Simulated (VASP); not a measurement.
# Ga2O (P-3m1) in VASP: electric field gradients with PBE

Aim: the electric field gradients of Ga2O with PBE.

All numbers are computed with VASP 6.6.1; they aren't measurements. Logs are shortened: lines on timing, memory, paths and dates and some standing lists are left out, and cuts for length are marked.

### 1 The cell of the first run

Symmetry: P-3m1, No. 164, trigonal system. The conventional cell has a = 3.055 Å, b = 3.055 Å, c = 13.397 Å, α = 90.00°, β = 90.00°, γ = 120.00°. Ga (site symmetry 3m) has 3 O at 1.93 Å and 1 Ga at 2.52 Å within 2.6 Å. Ga (site symmetry 3m) has 9 Ga at 3.06 to 3.07 Å and 1 O at 3.41 Å within 4.0 Å. O (site symmetry 3m) has 3 Ga at 1.93 Å within 2.6 Å.

### 2 Electric field gradients, PBE

INCAR reads:

```
SYSTEM = Ga2O
PREC     = Accurate       ! precision mode
ENCUT    = 520            ! plane-wave cutoff, eV
EDIFF    = 1E-8           ! SCF threshold, eV
ISMEAR   = -1             ! smearing method
SIGMA    = 0.15           ! smearing width, eV
LREAL    = .False.        ! projectors in reciprocal space
LASPH    = .True.         ! aspherical terms in the spheres
NELM     = 80             ! most SCF steps
ALGO     = Normal         ! electronic algorithm
ISIF     = 2              ! what is computed and relaxed
LWAVE    = .False.        ! write WAVECAR
LCHARG   = .False.        ! write CHGCAR
GGA      = PE             ! functional
LEFG     = .True.       
NBANDS   = 41             ! bands
```

KPOINTS reads:

```
Automatic mesh
0
Gamma
  12 12 4
  0 0 0
```

POSCAR reads:

```
Ga2O
1.0
    3.0552007146      0.0000000000      0.0000000000
   -1.5276003573      2.6458814325      0.0000000000
    0.0000000000      0.0000000000     13.3974868200
Ga O
4 2
Direct
    0.0000000000      0.0000000000      0.4059439932
    0.0000000000      0.0000000000      0.5940560068
    0.6666666667      0.3333333333      0.0937134107
    0.3333333333      0.6666666667      0.9062865893
    0.6666666667      0.3333333333      0.3481275516
    0.3333333333      0.6666666667      0.6518724484
```

Potentials or basis: VASP PAW PBE potentials, release 64 (Ga_d, O).

The run is started by

```bash
cat potpaw_PBE.64/Ga_d/POTCAR potpaw_PBE.64/O/POTCAR > POTCAR
mpirun -np 1 vasp_std > vasp.out
```

OUTCAR:

```text
SYSTEM = Ga2O
   PREC = Accurate
   ENCUT = 520
   EDIFF = 1E-8
   ISMEAR = -1
   LREAL = .False.
   LASPH = .True.
   NELM = 80
   ISIF = 2
   GGA = PE

 ion  position               nearest neighbor table
   1  0.000  0.000  0.406-   5 1.93   5 1.93   5 1.93   2 2.52
   2  0.000  0.000  0.594-   6 1.93   6 1.93   6 1.93   1 2.52
   3  0.667  0.333  0.094-
   4  0.333  0.667  0.906-
   5  0.667  0.333  0.348-   1 1.93   1 1.93   1 1.93
   6  0.333  0.667  0.652-   2 1.93   2 1.93   2 1.93

  LATTYP: Found a hexagonal cell.
 ALAT       =     3.0552007146
 C/A-ratio  =     4.3851412956

  Lattice vectors:

 A1 = (   3.0552007146,   0.0000000000,   0.0000000000)
 A2 = (  -1.5276003573,   2.6458814325,   0.0000000000)
 A3 = (   0.0000000000,   0.0000000000,  13.3974868200)

Analysis of symmetry for initial positions (statically):
=====================================================================
 Subroutine PRICEL returns:
 Original cell was already a primitive cell.

 Routine SETGRP: Setting up the symmetry group for a
 hexagonal supercell.

 Subroutine GETGRP returns: Found 12 space group operations
 (whereof 12 operations were pure point group operations)
 out of a pool of 24 trial point group operations.

The static configuration has the point symmetry D_3d.

Analysis of symmetry for dynamics (positions and initial velocities):
=====================================================================
 Subroutine PRICEL returns:
 Original cell was already a primitive cell.

 Routine SETGRP: Setting up the symmetry group for a
 hexagonal supercell.

 Subroutine GETGRP returns: Found 12 space group operations
 (whereof 12 operations were pure point group operations)
 out of a pool of 24 trial point group operations.

The dynamic configuration has the point symmetry D_3d.

 Subroutine INISYM returns: Found 12 space group operations
 (whereof 12 operations are pure point group operations),
 and found     1 'primitive' translations

----------------------------------------------------------------------------------------

                                     Primitive cell

  volume of cell :     108.3012

  direct lattice vectors                    reciprocal lattice vectors
     3.055200715  0.000000000  0.000000000     0.327310738  0.188972943  0.000000000
    -1.527600357  2.645881432  0.000000000     0.000000000  0.377945885  0.000000000
     0.000000000  0.000000000 13.397486820     0.000000000  0.000000000  0.074640865

  length of vectors
     3.055200715  3.055200715 13.397486820     0.377945885  0.377945885  0.074640865

  position of ions in fractional coordinates (direct lattice)
     0.000000000  0.000000000  0.405943993
     0.000000000  0.000000000  0.594056007
     0.666666667  0.333333333  0.093713411
     0.333333333  0.666666667  0.906286589
     0.666666667  0.333333333  0.348127552
     0.333333333  0.666666667  0.651872448

  ion indices of the primitive-cell ions
   primitive index   ion index
                 1           1
                 2           2
                 3           3
                 4           4
                 5           5
                 6           6

----------------------------------------------------------------------------------------

 KPOINTS: Automatic mesh

Automatic generation of k-mesh.
 Grid dimensions read from file:
 generate k-points for:   12   12    4

 Generating k-lattice:

  Cartesian coordinates                     Fractional coordinates (reciprocal lattice)
     0.027275895  0.015747745  0.000000000     0.083333333  0.000000000  0.000000000
[... 44 lines left out ...]
   dimension x,y,z NGX =    24 NGY =   24 NGZ =  100
   dimension x,y,z NGXF=    48 NGYF=   48 NGZF=  200
   ions per type =               4   2
   NGX,Y,Z   is equivalent  to a cutoff of  13.06, 13.06, 12.41 a.u.
   NGXF,Y,Z  is equivalent  to a cutoff of  26.12, 26.12, 24.82 a.u.
 SYSTEM =  Ga2O
   PREC   = accura    normal or accurate (medium, high low for compatibility)
   ISTART =      0    job   : 0-new  1-cont  2-samecut
   ICHARG =      2    charge: 1-file 2-atom 10-const
   ISPIN  =      1    spin polarized calculation?
   LNONCOLLINEAR =      F non collinear calculations
   LSORBIT =      F    spin-orbit coupling
   LASPH  =      T    aspherical Exc in radial PAW
   ENCUT  =  520.0 eV  38.22 Ry    6.18 a.u.   5.68  5.68 24.91*2*pi/ulx,y,z
   NELM   =     80;   NELMIN=  2; NELMDL= -5     # of ELM steps
   EDIFF  = 0.1E-07   stopping-criterion for ELM
   LREAL  =      F    real-space projection
   EDIFFG = 0.1E-06   stopping-criterion for IOM
   NSW    =      0    number of steps for IOM
   IBRION =     -1    ionic relax: 0-MD 1-quasi-New 2-CG
   NFREE  =      0    steps in history (QN), initial steepest desc. (CG)
   ISIF   =      2    stress and relaxation
   ISYM   =      2    0-nonsym 1-usesym 2-fastsym
   POTIM  = 0.5000    time-step for ionic-motion
   TEBEG  =    0.0;   TEEND  =   0.0 temperature during run
   PSTRESS=    0.0 pullay stress
   NELECT =      64.0000    total number of electrons
   NUPDOWN=      -1.0000    fix difference up-down
   EMIN   =  10.00;   EMAX   =-10.00  energy-range for DOS
   EFERMI =   0.00;   METHOD = LEGACY
   ISMEAR =    -1;   SIGMA  =   0.15  broadening in eV -4-tet -1-fermi 0-gaus
   EFERMI_NEDOS =   21; number of points for ismear=-14 and -15
   IALGO  =     38    algorithm
   IMIX   =      4    mixing-type and parameters
     AMIX     =   0.40;   BMIX     =  1.00
     AMIX_MAG =   1.60;   BMIX_MAG =  1.00
  volume/ion in A,a.u.               =      18.05       121.81
  Fermi-wavevector in a.u.,A,eV,Ry     =   1.373800  2.596106 25.678654  1.887328
  Thomas-Fermi vector in A             =   2.499285
   LORBIT       =      0    0 simple, 1 ext, 2 COOP (PROOUT), +10 PAW based schemes
   GGA     = PE    functional components
   LHFCALC =     F    Hartree Fock is set to
   AEXX    =    0.0000 exact exchange contribution
   IVDW    =     0    specifies the selected vdW correction
   LEPSILON=     F    determine dielectric tensor
   LRPA    =     F    only Hartree local field effects (RPA)
 non-spin polarized calculation
  energy-cutoff  :      520.00
  volume of cell :      108.30
 maximum number of plane-waves:      2943
 NGX is ok and might be reduce to    24
   NGX = 11   NGY = 11   NGZ = 49

 number of electron      63.9999986 magnetization

 Free energy of the ion-electron system (eV)
  ---------------------------------------------------
  ext. energy  EPLUGINS =         0.00000000
  ---------------------------------------------------
  free energy    TOTEN  =       -26.79621252 eV

  energy without entropy =      -26.70739711  energy(sigma->0) =      -26.75180481

 E-fermi :   4.0250     XC(G=0):  -9.8050

 val. band max:        3.9937606168   @ k =   0.0833   0.0000   0.2500
 cond. band min:       4.0988078928   @ k =   0.1667   0.1667   0.5000
 fundamental gap:      0.1050472760
 Fermi energy:         4.0250356908

 k-point     1 :       0.0000    0.0000    0.0000
  band No.  band energies     occupation
      1     -16.8917      2.00000
      2     -16.8312      2.00000
      3     -11.7647      2.00000
      4     -11.7647      2.00000
      5     -11.7555      2.00000
      6     -11.7555      2.00000
[... 1045 lines left out ...]
     40      12.1105      0.00000
     41      12.3904      0.00000

 [... further k-points ...]
[... 5 lines left out ...]
  --------------------------------------------------------------------------------------
  -------------------------------------------------------------------------------------
  Total        0.2467481      0.2467481      0.0580209      0.0000000      0.0000000      0.0000000
  in kB        3.6503205      3.6503205      0.8583450      0.0000000      0.0000000      0.0000000
  external PRESSURE =       2.7196620 kB  Pullay stress =       0.0000000 kB

 VOLUME and BASIS-vectors are now :
 -----------------------------------------------------------------------------
  energy-cutoff  :      520.00
  volume of cell :      108.30
      direct lattice vectors                 reciprocal lattice vectors
     3.055200715  0.000000000  0.000000000     0.327310738  0.188972943  0.000000000
    -1.527600357  2.645881432  0.000000000     0.000000000  0.377945885  0.000000000
     0.000000000  0.000000000 13.397486820     0.000000000  0.000000000  0.074640865

 POSITION                                       TOTAL-FORCE (eV/Angst)
 -----------------------------------------------------------------------------------
      0.00000      0.00000      5.43863         0.000000      0.000000      0.046527
      0.00000      0.00000      7.95886        -0.000000     -0.000000     -0.046527
      1.52760      0.88196      1.25552        -0.000000     -0.000000      0.005596
     -0.00000      1.76392     12.14196        -0.000000      0.000000     -0.005596
      1.52760      0.88196      4.66403         0.000000     -0.000000     -0.055572
     -0.00000      1.76392      8.73345         0.000000      0.000000      0.055572
 -----------------------------------------------------------------------------------
    total drift:                                0.000000      0.000000      0.000000

  FREE ENERGIE OF THE ION-ELECTRON SYSTEM (eV)
  ---------------------------------------------------
  free  energy   TOTEN  =       -26.7962125151 eV

  energy  without entropy=      -26.7073971077  energy(sigma->0) =      -26.75180481

 Electric field gradients (V/A^2)
---------------------------------------------------------------------
 ion       V_xx      V_yy      V_zz      V_xy      V_xz      V_yz
---------------------------------------------------------------------
   1      23.342    23.340   -46.681    -0.002    -0.000     0.000
   2      23.342    23.340   -46.681    -0.002    -0.000     0.000
   3     -14.248   -14.250    28.499    -0.002     0.000    -0.000
   4     -14.248   -14.250    28.499    -0.002     0.000    -0.000
   5      29.210    29.213   -58.422     0.002    -0.000     0.000
   6      29.210    29.213   -58.422     0.002    -0.000     0.000
---------------------------------------------------------------------

 Electric field gradients after diagonalization (V/A^2)
 (convention: |V_zz| > |V_xx| > |V_yy|)
----------------------------------------------------------------------
 ion       V_xx      V_yy      V_zz     asymmetry (V_yy - V_xx)/ V_zz
----------------------------------------------------------------------
   1      23.343    23.338   -46.681       0.000
   2      23.343    23.338   -46.681       0.000
   3     -14.252   -14.247    28.499       0.000
   4     -14.252   -14.247    28.499       0.000
   5      29.214    29.209   -58.422       0.000
   6      29.214    29.209   -58.422       0.000
----------------------------------------------------------------------

           NMR quadrupolar parameters

 Cq : quadrupolar parameter    Cq=e*Q*V_zz/h
 eta: asymmetry parameters     (V_yy - V_xx)/ V_zz
 Q  : nuclear electric quadrupole moment in mb (millibarn)
----------------------------------------------------------------------
 ion       Cq(MHz)       eta       Q (mb)
----------------------------------------------------------------------
   1      -0.113       0.000       1.000
   2      -0.113       0.000       1.000
   3       0.069       0.000       1.000
   4       0.069       0.000       1.000
   5      -0.141       0.000       1.000
   6      -0.141       0.000       1.000
----------------------------------------------------------------------
```

It took 11 min on 1 thread of AMD EPYC 7R13, shared host; peak memory 0.33 GiB.

What came out:

```yaml
Free_energy: -26.7962 eV
Pressure: 0.3 GPa
Largest_force: 0.056 eV/Å
Band_gap_on_the_k_mesh: zero (bands 32 and 33 overlap by 1.77 eV)
Largest_electric_field_gradient_by_atom: Ga -46.7, +28.5 (each value once); O -58.4 V/Å²
```

Forces on the atoms (eV/Å):
```
Ga   0.000  0.000  0.047
Ga   0.000  0.000 -0.047
Ga   0.000  0.000  0.006
Ga   0.000  0.000 -0.006
O    0.000  0.000 -0.056
O    0.000  0.000  0.056
```

Levels at points of the mesh, in eV from the Fermi level:
```
           k point  band 28  band 29  band 30  band 31  band 32  band 33  band 34  band 35  band 36  band 37
(0.00, 0.00, 0.00)    -4.09    -4.06    -4.06    -3.20    -1.35    -0.61     2.57     3.39     7.16     8.37
(0.50, 0.00, 0.00)    -5.05    -4.51    -3.71    -2.53    -1.66    -1.14     0.63     2.86     3.47     3.65
(0.00, 0.00, 0.50)    -4.09    -4.06    -4.06    -2.90    -1.91    -0.18     2.19     3.79     6.62     8.70
(0.50, 0.00, 0.50)    -5.07    -4.52    -3.72    -2.48    -1.72    -1.12     0.63     2.87     3.50     3.73
```

Electric field gradients, principal values (V/Å²):
```
atom    least   middle  greatest (by size)
1 Ga   23.338   23.343             -46.681
2 Ga   23.338   23.343             -46.681
3 Ga  -14.247  -14.252              28.499
4 Ga  -14.247  -14.252              28.499
 5 O   29.209   29.214             -58.422
 6 O   29.209   29.214             -58.422
```

Caveat: without QUAD_EFG the Cq values of the log hold for a quadrupole moment of 1 mb, not for the nuclei.
